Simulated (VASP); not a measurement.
Input of a VASP 6.6.1 run:

File POSCAR:

```
Te
1.0
    4.6167308216      0.0000000000      0.0000000000
   -2.3083654108      3.9982061739      0.0000000000
    0.0000000000      0.0000000000      5.9088345653
Te
3
Direct
    0.2536884730      0.0000000000      0.3333333333
    0.0000000000      0.2536884730      0.6666666667
    0.7463115270      0.7463115270      0.0000000000
```

The input INCAR.step1:

```
SYSTEM = Te
PREC = Accurate
ENCUT = 600
ISMEAR = 0
SIGMA = 0.01
LREAL = .False.
LASPH = .True.
NELM = 80
GGA = PE
ALGO = Normal
EDIFF = 1E-4
LWAVE = .True.
LCHARG = .False.
```

INCAR.step2

```
SYSTEM = Te
PREC = Accurate
ENCUT = 600
EDIFF = 1E-6
ISMEAR = 0
SIGMA = 0.01
LREAL = .False.
LASPH = .True.
NELM = 80
ALGO = Normal
ISIF = 3
LWAVE = .False.
LCHARG = .False.
METAGGA = R2SCAN
LMIXTAU = .True.
IBRION = 2
NSW = 100
EDIFFG = -0.002
PSTRESS = 20.0
ISTART = 1
```

The input KPOINTS:

```
regular mesh
0
Gamma
  6 6 4
  0 0 0
```

Potentials or basis: VASP PAW PBE potentials, release 64 (Te).

The run is started by

```sh
$ cat potpaw_PBE.64/Te/POTCAR > POTCAR
$ cp INCAR.step1 INCAR
$ mpirun -np 1 vasp_std > vasp.out
$ cp INCAR.step2 INCAR
$ mpirun -np 1 vasp_std > vasp.out
```

Problem. Estimate the relaxed cell.

Solution. a = 4.382 Å, b = 4.382 Å, c = 5.941 Å, α = 90.00°, β = 90.00°, γ = 120.00°.

Problem. What does it give for the space group after relaxing (to 0.05 Å)?

Solution. P3_121 (No. 152).

Problem. Predict the band gap on the k mesh.

Solution. 0.23 eV, direct.

Final structure:
```xyz
3
Lattice="4.3817 0.0000 0.0000 -2.1908 3.7946 0.0000 0.0000 0.0000 5.9405" Properties=species:S:1:pos:R:3 pbc="T T T"
Te    1.1906    0.0000    1.9802
Te    3.7864    1.0311    3.9603
Te    1.5955    2.7636    0.0000
```

Caveat: the cell is relaxed towards a set pressure, so the enthalpy falls and the energy may rise; spin-orbit coupling is left out, which moves the levels of the heavy elements. A k mesh can miss the band edges.
